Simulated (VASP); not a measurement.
Wanted: the native input for a VASP 6.6.1 run.

| Quantity | Value |
| --- | --- |
| Task | single point |
| Functional | PBEsol |
| Potentials or basis | VASP PAW PBE potentials, release 64 (Cu) |
| Cutoff | 520 eV |
| k mesh | 16 × 16 × 9 |
| Occupations | fermi-dirac, width 0.1 eV |
| Spin | no spin polarisation |
| Dipole correction | no |
| Further INCAR settings | ALGO = Normal; EDIFF = 1e-06; NBANDS = 18 |

The structure of Cu lies in POSCAR:

```
Cu
1.0
    2.5341000000      0.0000000000      0.0000000000
   -1.2670500000      2.1945900000      0.0000000000
    0.0000000000      0.0000000000      4.1125700000
Cu
2
Direct
    0.3333333333      0.6666666667      0.2500000000
    0.6666666667      0.3333333333      0.7500000000
```

These files were run (other wordings do the same):

INCAR

```
PREC = Accurate ; ENCUT = 520
EDIFF = 1E-6 ; ISMEAR = -1
SIGMA = 0.1 ; LREAL = F
LASPH = T ; NELM = 60
ALGO = Normal ; ISIF = 2
LWAVE = F ; LCHARG = F
GGA = PS ; NBANDS = 18
```

KPOINTS

```
Automatic mesh
0
Gamma
  16 16 9
```

Potentials or basis: VASP PAW PBE potentials, release 64 (Cu).

Command:

```sh
$ cat potpaw_PBE.64/Cu/POTCAR > POTCAR
$ mpirun -np 1 vasp_std > vasp.out
```

Results of the run:

```
Pressure               : -0.8 GPa
Band gap on the k mesh : zero (band 11 reaches 11.16 eV, above the bottom of band 12 at 5.87 eV)
```

Caveat: the PAW data sets were made with another functional, which shifts forces and pressure a little.

It took 21 s on 1 thread of Intel(R) Xeon(R) 6975P-C (Granite Rapids) (shared host), peak memory 0.17 GiB.
